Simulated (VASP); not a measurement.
# BaF2 (Fm-3m) in VASP: notebook, part 2 of 2

VASP 6.6.1. The steps go on from the part before.

**5. Relaxation of cell and atoms, PBE**

The input, INCAR:

```
SYSTEM = BaF2
PREC = Accurate ; ENCUT = 600
EDIFF = 1E-7 ; ISMEAR = -1
SIGMA = 0.02 ; LREAL = .False.
LASPH = .True. ; NELM = 120
ALGO = Normal ; ISIF = 3
LWAVE = .False. ; LCHARG = .False.
GGA = PE ; IBRION = 2
NSW = 32 ; EDIFFG = -0.005
GGA_COMPAT = .False. ; NELMIN = 4
```

The input, KPOINTS:

```
Automatic mesh
0
Gamma
  7 7 7
  0 0 0
```

The input, POSCAR:

```
BaF2
1.0
    0.0000000000      3.1230132130      3.1230132130
    3.1230132130      0.0000000000      3.1230132130
    3.1230132130      3.1230132130      0.0000000000
Ba F
1 2
Direct
    0.0000000000      0.0000000000      0.0000000000
    0.2500000000      0.2500000000      0.2500000000
    0.7500000000      0.7500000000      0.7500000000
```

Potentials or basis: VASP PAW PBE potentials, release 64 (Ba_sv, F).

On the command line:

```console
$ cat potpaw_PBE.64/Ba_sv/POTCAR potpaw_PBE.64/F/POTCAR > POTCAR
$ mpirun -np 1 vasp_std > vasp.out
```

OUTCAR:

```text
SYSTEM = BaF2
   PREC = Accurate
   ENCUT = 600
   EDIFF = 1E-7
   ISMEAR = -1
   LREAL = .False.
   LASPH = .True.
   NELM = 120
   ISIF = 3
   GGA = PE
   IBRION = 2
   NSW = 32
   EDIFFG = -0.005
   NELMIN = 4

 ion  position               nearest neighbor table
   1  0.000  0.000  0.000-   3 2.70   3 2.70   3 2.70   2 2.70   3 2.70   2 2.70   2 2.70   2 2.70

   2  0.250  0.250  0.250-   1 2.70   1 2.70   1 2.70   1 2.70
   3  0.750  0.750  0.750-   1 2.70   1 2.70   1 2.70   1 2.70

  LATTYP: Found a face centered cubic cell.
 ALAT       =     6.2460264260

  Lattice vectors:

 A1 = (   0.0000000000,   3.1230132130,   3.1230132130)
 A2 = (   3.1230132130,   0.0000000000,   3.1230132130)
 A3 = (   3.1230132130,   3.1230132130,   0.0000000000)

Analysis of symmetry for initial positions (statically):
=====================================================================
 Subroutine PRICEL returns:
 Original cell was already a primitive cell.

 Routine SETGRP: Setting up the symmetry group for a
 face centered cubic supercell.

 Subroutine GETGRP returns: Found 48 space group operations
 (whereof 48 operations were pure point group operations)
 out of a pool of 48 trial point group operations.

The static configuration has the point symmetry O_h .

Analysis of symmetry for dynamics (positions and initial velocities):
=====================================================================
 Subroutine PRICEL returns:
 Original cell was already a primitive cell.

 Routine SETGRP: Setting up the symmetry group for a
 face centered cubic supercell.

[... 170 lines left out ...]
 POSITION                                       TOTAL-FORCE (eV/Angst)
 -----------------------------------------------------------------------------------
      0.00000      0.00000      0.00000         0.000000     -0.000000     -0.000000
      1.56151      1.56151      1.56151        -0.000000     -0.000000     -0.000000
      4.68452      4.68452      4.68452         0.000000      0.000000      0.000000
 -----------------------------------------------------------------------------------
    total drift:                                0.000000      0.000000      0.000000

  FREE ENERGIE OF THE ION-ELECTRON SYSTEM (eV)
  ---------------------------------------------------
  free  energy   TOTEN  =       -17.1282933788 eV

  energy  without entropy=      -17.1282933788  energy(sigma->0) =      -17.12829338

--------------------------------------- Ionic step        2  -------------------------------------------

 number of electron      24.0000018 magnetization

 Free energy of the ion-electron system (eV)
  ---------------------------------------------------
  ext. energy  EPLUGINS =         0.00000000
  ---------------------------------------------------
  free energy    TOTEN  =       -17.13114337 eV

  energy without entropy =      -17.13114337  energy(sigma->0) =      -17.13114337

 E-fermi :  -1.7752     XC(G=0):  -8.5242

 val. band max:       -2.2416518652   @ k =  -0.1429   0.1429   0.0000
 cond. band min:       4.3698821951   @ k =   0.0000   0.0000   0.0000
 fundamental gap:      6.6115340602
 Fermi energy:        -1.7751711318

 k-point     1 :       0.0000    0.0000    0.0000
  band No.  band energies     occupation
      1     -25.4328      2.00000
      2     -21.0995      2.00000
      3     -21.0961      2.00000
      4     -10.3198      2.00000
      5     -10.3198      2.00000
      6     -10.3198      2.00000
[... 357 lines left out ...]
      3     -21.2775      2.00000
      4     -10.6441      2.00000
      5     -10.4759      2.00000
      6     -10.3753      2.00000
[... 8 lines left out ...]
     15       7.3524      0.00000
     16       7.6879      0.00000

------------------------ aborting loop because EDIFF is reached ----------------------------------------

  FORCE on cell =-STRESS in cart. coord.  units (eV):
  Direction    XX          YY          ZZ          XY          YZ          ZX
  --------------------------------------------------------------------------------------
  -------------------------------------------------------------------------------------
  Total       -0.0038283     -0.0038283     -0.0038283     -0.0000000      0.0000000      0.0000000
  in kB       -0.0990185     -0.0990185     -0.0990185     -0.0000000      0.0000000      0.0000000
  external PRESSURE =      -0.0990185 kB  Pullay stress =       0.0000000 kB

 VOLUME and BASIS-vectors are now :
 -----------------------------------------------------------------------------
  energy-cutoff  :      600.00
  volume of cell :       61.94
      direct lattice vectors                 reciprocal lattice vectors
     0.000000000  3.140437997  3.140437997    -0.159213460  0.159213460  0.159213460
     3.140437997 -0.000000000  3.140437997     0.159213460 -0.159213460  0.159213460
     3.140437997  3.140437997 -0.000000000     0.159213460  0.159213460 -0.159213460

 POSITION                                       TOTAL-FORCE (eV/Angst)
 -----------------------------------------------------------------------------------
      3.14044      6.28088      3.14044         0.000000     -0.000000      0.000000
      1.57022      1.57022      1.57022        -0.000000     -0.000000     -0.000000
      4.71066      4.71066      4.71066         0.000000      0.000000      0.000000
 -----------------------------------------------------------------------------------
    total drift:                                0.000000      0.000000      0.000000

  FREE ENERGIE OF THE ION-ELECTRON SYSTEM (eV)
  ---------------------------------------------------
  free  energy   TOTEN  =       -17.1311433733 eV

  energy  without entropy=      -17.1311433733  energy(sigma->0) =      -17.13114337

 reached required accuracy - stopping structural energy minimisation
```

It took 75 s on 1 thread of Oxide Virtual Turin-like, shared host; peak memory 0.18 GiB.

Results:

| Quantity | Value |
| --- | --- |
| Free energy | -17.1311 eV |
| Relaxed volume | 20.65 Å³/atom |
| Relaxed cell | a = 4.441 Å, b = 4.441 Å, c = 4.441 Å, α = 60.00°, β = 60.00°, γ = 60.00° |
| Space group after relaxing (to 0.1 Å) | Fm-3m (No. 225) |
| Energy gained by relaxing | 0.9 meV/atom |
| Ionic steps | 2 |
| Pressure after relaxing | 0.0 GPa |
| Band gap on the k mesh | 6.61 eV (least direct gap 6.65 eV) |

Step by step:
```
step  energy change (eV)  largest force (eV/Å)  pressure (GPa)  volume (Å³)
   1              0.0000                0.0000            0.91        60.92
   2             -0.0028                0.0000           -0.01        61.94
```

Final structure:
```yaml
crystal:
  lattice:
    - [0.00000, 3.14044, 3.14044]
    - [3.14044, 0.00000, 3.14044]
    - [3.14044, 3.14044, 0.00000]
  atoms:
    - { symbol: Ba, position: [0.00000, 0.00000, 0.00000] }
    - { symbol: F, position: [0.25000, 0.25000, 0.25000] }
    - { symbol: F, position: [0.75000, 0.75000, 0.75000] }
```

Levels at points of the mesh, in eV from the valence-band top:
```
           k point  band 8  band 9  band 10  band 11  band 12  band 13  band 14  band 15  band 16
(0.00, 0.00, 0.00)   -1.36   -1.36    -0.04    -0.04    -0.04     6.61     9.05     9.05    11.10
```

Caveat: spin-orbit coupling is left out, which moves the levels of the heavy elements; an odd mesh through Γ misses points on the zone boundary, where band edges can lie.

**6. Single point, PBE, non-collinear spin, zero start, spin-orbit coupling**

The input, INCAR:

```
SYSTEM = BaF2
ALGO = Normal
EDIFF = 1E-6
ENCUT = 600
GGA = PE
GGA_COMPAT = .False.
ISIF = 2
ISMEAR = -1
LASPH = .True.
LCHARG = .False.
LORBIT = 11
LORBMOM = .True.
LREAL = .False.
LSORBIT = .True.
LWAVE = .False.
MAGMOM = 0 0 0 0 0 0 0 0 0
NBANDS = 37
NELM = 200
PREC = Accurate
SIGMA = 0.02
```

The input, KPOINTS:

```
k-points
0
Gamma
  7 7 7
  0 0 0
```

POSCAR is that of step 5.

Potentials or basis: VASP PAW PBE potentials, release 64 (Ba_sv, F).

On the command line:

```console
$ cat potpaw_PBE.64/Ba_sv/POTCAR potpaw_PBE.64/F/POTCAR > POTCAR
$ mpirun -np 1 vasp_ncl > vasp.out
```

Run time: 3.8 min. Hardware: 1 thread of Oxide Virtual Turin-like, shared host; peak memory 0.38 GiB.

It converged, with:

| Quantity | Value |
| --- | --- |
| Free energy | -17.3193 eV |
| Pressure | 0.9 GPa |
| Net moment | 0.00 μB per cell |
| Valence electrons inside the program's atomic spheres | Ba 7.86; F 6.09 |

Moments on the atoms (μB; x, y, z):
```
Ba  0.00 0.00 0.00
F   0.00 0.00 0.00
F   0.00 0.00 0.00
```

**7. Summary**

| task | spin | cell | gap on the mesh (eV) | pressure (GPa) |
| --- | --- | --- | --- | --- |
| single point | off | a = 4.417 Å, angles 60.0°, 3 atoms | 6.69 | 0.9 |
| single point | off | a = 4.431 Å, angles 60.0°, 3 atoms | 6.64 | 0.4 |
| relaxation of cell and atoms | off | relaxed from a = 4.417 Å, angles 60.0°, 3 atoms | 6.61 | 0.0 |
| single point | non-collinear, zero start, SOC | a = 4.417 Å, angles 60.0°, 3 atoms | - | 0.9 |

Alike in all rows: level PBE; potentials or basis VASP PAW PBE potentials, release 64 (Ba_sv, F); k mesh 7 × 7 × 7; cutoff (eV) 600; smearing fermi-dirac 0.02 eV.

Caveats: spin-orbit coupling is left out, which moves the levels of the heavy elements (at least some runs); an odd mesh through Γ misses points on the zone boundary, where band edges can lie (at least some runs).

Absolute energies hang on the potentials; compare differences alone.
